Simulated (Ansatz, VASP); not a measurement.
## Cr in VASP and in Ansatz

Contents of INCAR:

```
SYSTEM = Cr
  PREC = Accurate
  ENCUT = 520
  EDIFF = 1E-7
  ISMEAR = -1
  SIGMA = 0.03
  LREAL = .FALSE.
  LASPH = .TRUE.
  NELM = 60
  ALGO = Normal
  ISIF = 2
  LWAVE = .FALSE.
  LCHARG = .FALSE.
  GGA = CA
  NBANDS = 19
```

The input KPOINTS:

```
Automatic mesh
0
G
  12 12 7
  0 0 0
```

The input POSCAR:

```
Cr
1.0
    2.7584997124      0.0000000000      0.0000000000
   -1.3792498562      2.3889308273      0.0000000000
    0.0000000000      0.0000000000      4.4823079335
Cr
2
Direct
    0.3333333333      0.6666666667      0.2500000000
    0.6666666667      0.3333333333      0.7500000000
```

Input for Ansatz:

```yaml
crystal:
  lattice:
    - [2.7584997124, 0.0, 0.0]
    - [-1.3792498562, 2.3889308273, 0.0]
    - [0.0, 0.0, 4.4823079335]
  atoms:
    - { symbol: Cr, position: [0.3333333333, 0.6666666667, 0.25] }
    - { symbol: Cr, position: [0.6666666667, 0.3333333333, 0.75] }
kpoints:
  mp_grid: { grid: [12, 12, 7] }
scf:
  occupations: { method: fermi_dirac, width: 0.03 }
  lower_state_search: "off"
hamiltonian:
  xc: lda
  pseudopotentials: { kind: paw }
output:
  forces: true
  stress: true
  eigenvalues: true
  write_density: true
  write_potential: true
  elf: true
  volumetric_format: npy
```

Change from the starting cell: volume scaled by 1.05, no spin polarisation, PAW files.

Alike in both runs: task single point; functional LDA; k mesh 12 × 12 × 7; occupations fermi-dirac, width 0.03 eV; no spin polarisation.

|  | VASP | Ansatz |
| --- | --- | --- |
| version | VASP 6.6.1 | Ansatz 0.2.0 |
| potentials or method | VASP PAW LDA potentials, release 64 (Cr_pv) | PAW with Ansatz's default frozen-core files, scalar-relativistic |
| plane-wave cutoff (eV) | 520 | 420 |
| valence electrons in the cell | 24 | 28 |

|  | VASP | Ansatz | Ansatz less VASP |
| --- | --- | --- | --- |
| pressure (GPa) | -42.5 | -42.6 | -0.04 |
| traceless stress, the component that is largest in VASP (GPa) | 4.77 | 5.00 | +0.227 |

LDA's correlation is that of Perdew and Zunger in VASP and of Perdew and Wang (1992) in Ansatz. Both programs put the cell under strong tension, so it lies far from rest at this level. VASP's potentials hold 24 valence electrons a cell and Ansatz's 28, so a difference there can come from the potentials and not from the codes.

Noted on VASP's run: the cell as given lies far from equilibrium.
